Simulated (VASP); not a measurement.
## Ti: relaxation of cell and atoms with BLYP

Ti:

```
CELL_PARAMETERS angstrom
4.56737 0.00000 0.00000
-2.28369 3.95546 0.00000
0.00000 0.00000 2.82624
ATOMIC_POSITIONS crystal
Ti 0.66667 0.33333 0.50000
Ti 0.33333 0.66667 0.50000
Ti 0.00000 0.00000 0.00000
```

This isn't the form of Ti at room conditions, which is hcp.

```
Program                : VASP 6.6.1
Task                   : relaxation of cell and atoms
Functional             : BLYP
Potentials or basis    : VASP PAW PBE potentials, release 64 (Ti_sv)
Cutoff                 : 600 eV
k mesh                 : 7 × 7 × 9
Occupations            : fermi-dirac, width 0.05 eV
Spin                   : no spin polarisation
Dipole correction      : no
Further INCAR settings : ALGO = Normal; EDIFF = 1e-06; IBRION = 2; EDIFFG = -0.01; NSW = 60; ISIF = 3
```

```json
{
 "Relaxed volume": "17.55 Å³/atom",
 "Relaxed cell": "a = 4.613 Å, b = 4.613 Å, c = 2.857 Å, α = 90.00°, β = 90.00°, γ = 120.00°",
 "Space group after relaxing (to 0.1 Å)": "P6/mmm (No. 191)",
 "Energy gained by relaxing": "5.4 meV/atom",
 "Ionic steps": "3",
 "Pressure after relaxing": "0.0 GPa",
 "Band gap on the k mesh": "zero (bands 18 and 19 overlap by 0.23 eV)"
}
```

Step by step:
```csv
step,energy change (eV),largest force (eV/Å),pressure (GPa),volume (Å³)
1,0.0000,0.0000,3.37,51.06
2,-0.0088,0.0000,-2.11,53.75
3,-0.0162,0.0000,-0.01,52.64
```

Final structure:
```
Ti
1.0
     4.61296    0.00000    0.00000
    -2.30648    3.99494    0.00000
     0.00000    0.00000    2.85654
Ti
3
Direct
  0.66667 0.33333 0.50000
  0.33333 0.66667 0.50000
  0.00000 0.00000 0.00000
```

Levels at points of the mesh, in eV from the Fermi level:
```
           k point  band 16  band 17  band 18  band 19  band 20  band 21
(0.00, 0.00, 0.00)    -0.65    -0.56    -0.56    -0.04     0.62     1.19
```

Wall time 93 s on 1 thread of Intel(R) Xeon(R) 6975P-C (Granite Rapids) (shared host), peak memory 0.2 GiB.

Caveat: the PAW data sets were made with another functional, which shifts forces and pressure a little.
